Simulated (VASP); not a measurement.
Hg, 8 atoms in the cell. Symmetry: Pm-3n, No. 223, cubic system. Conventional cell: a = 5.781 Å, b = 5.781 Å, c = 5.781 Å, α = 90.00°, β = 90.00°, γ = 90.00°. Within 4.3 Å of Hg (site symmetry m-3) lie 12 Hg at 3.23 Å. Within 3.8 Å of Hg (site symmetry -4m2) lie 14 Hg at 2.89 to 3.54 Å. 

| Property | Result |
| --- | --- |
| Program | VASP 6.6.1 |
| Task | single point |
| Functional | PBEsol |
| Potentials or basis | VASP PAW PBE potentials, release 64 (Hg) |
| Cutoff | 520 eV |
| k mesh | 5 × 5 × 5 |
| Occupations | fermi-dirac, width 0.1 eV |
| Spin | no spin polarisation |
| Dipole correction | no |
| Further INCAR settings | ALGO = Normal; EDIFF = 1e-06; NBANDS = 58 |

Potentials or basis: VASP PAW PBE potentials, release 64 (Hg).

Launch:

```sh
$ cat potpaw_PBE.64/Hg/POTCAR > POTCAR
$ mpirun -np 1 vasp_std > vasp.out
```

Hardware: 1 thread of AMD EPYC 9R45 96-Core Processor (Zen 5) (shared host).

**Question.** Estimate the wall time of this run.

**Answer.** It took 76 s on 1 thread of AMD EPYC 9R45 96-Core Processor (Zen 5), on a shared host, peak memory 0.31 GiB. Counts: scf iterations 11, k points 10.
